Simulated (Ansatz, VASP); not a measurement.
**Two plane-wave programs on GaAs**

```xyz
2
Lattice="0.0000 2.8124 2.8124 2.8124 0.0000 2.8124 2.8124 2.8124 0.0000" Properties=species:S:1:pos:R:3 pbc="T T T"
Ga    0.0000    0.0000    0.0000
As    1.4062    1.4062    1.4062
```

Alike in both runs: task single point; functional PBEsol; k mesh 6 × 6 × 6; occupations gaussian, width 0.1 eV; no spin polarisation.

|  | VASP | Ansatz |
| --- | --- | --- |
| version | VASP 6.6.1 | Ansatz 0.2.0 |
| potentials or method | VASP PAW PBE potentials, release 64 (Ga_d, As), cutoff 500 eV | scalar-relativistic, plane waves, PAW |
| valence electrons in the cell | 18 | 28 |

Ansatz gave:

| Property | Result |
| --- | --- |
| gap on the k mesh at the Fermi level (eV) | 0.55 |
| least direct gap on the mesh (eV) | 0.55 |
| pressure (GPa) | 1.3 |

Problem. Estimate VASP's values.

Solution. gap on the k mesh at the Fermi level (eV): 0.57; least direct gap on the mesh (eV): 0.57; pressure (GPa): 1.5.

VASP's potentials were made for PBE, not for PBEsol. The functional is the same, so the differences come from potentials, cutoffs and numerics. VASP's potentials hold 18 valence electrons a cell and Ansatz's 28, so a difference there can come from the potentials and not from the codes.
